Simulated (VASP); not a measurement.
Wanted: the native input for a VASP 6.6.1 run.

| Property | Result |
| --- | --- |
| Task | single point |
| Functional | PBE |
| Potentials or basis | VASP PAW PBE potentials, release 64 (Fe) |
| Cutoff | 520 eV |
| k mesh | 14 × 14 × 14 |
| Occupations | gaussian, width 0.1 eV |
| Spin | collinear spin, ferromagnetic start |
| Starting moments | [2.44, 2.44] μB |
| Dipole correction | no |
| Further INCAR settings | ALGO = Fast; EDIFF = 1e-06; NBANDS = 19 |

The structure of Fe lies in POSCAR:

```
Fe
1.0
    2.7892110244      0.0000000000      0.0000000000
    0.0000000000      2.7892110244      0.0000000000
    0.0000000000      0.0000000000      2.8772550619
Fe
2
Direct
    0.0000000000      0.0000000000      0.0000000000
    0.5000000000      0.5000000000      0.5000000000
```

This cell differs from its parent crystal: biaxial strain in the a-b plane: -1.5 %, then relaxed in part.

The input as run:

INCAR

```
  PREC = Accurate
  ENCUT = 520
  EDIFF = 1E-6
  ISMEAR = 0
  SIGMA = 0.1
  LREAL = False
  LASPH = True
  NELM = 150
  ALGO = Fast
  ISIF = 2
  LWAVE = False
  LCHARG = False
  ISPIN = 2
  MAGMOM = 2.44 2.44
  LORBIT = 11
  LMAXMIX = 4
  GGA = PE
  NBANDS = 19
```

KPOINTS

```
regular mesh
0
Gamma
  14 14 14
```

Potentials or basis: VASP PAW PBE potentials, release 64 (Fe).

Command:

```sh
$ cat potpaw_PBE.64/Fe/POTCAR > POTCAR
$ mpirun -np 1 vasp_std > vasp.out
```

Results of the run:

```json
{"Pressure": "2.8 GPa", "Net moment": "4.34 μB per cell", "Site moments": "Fe +2.16 μB", "Valence electrons inside the program's atomic spheres": "Fe 7.30"}
```

Caveat: the cell differs from its parent crystal (biaxial strain in the a-b plane: -1.5 %, then relaxed in part).

It took 120 s on 1 thread of Intel(R) Xeon(R) Platinum 8488C (Sapphire Rapids), on a shared host, peak memory 0.28 GiB.
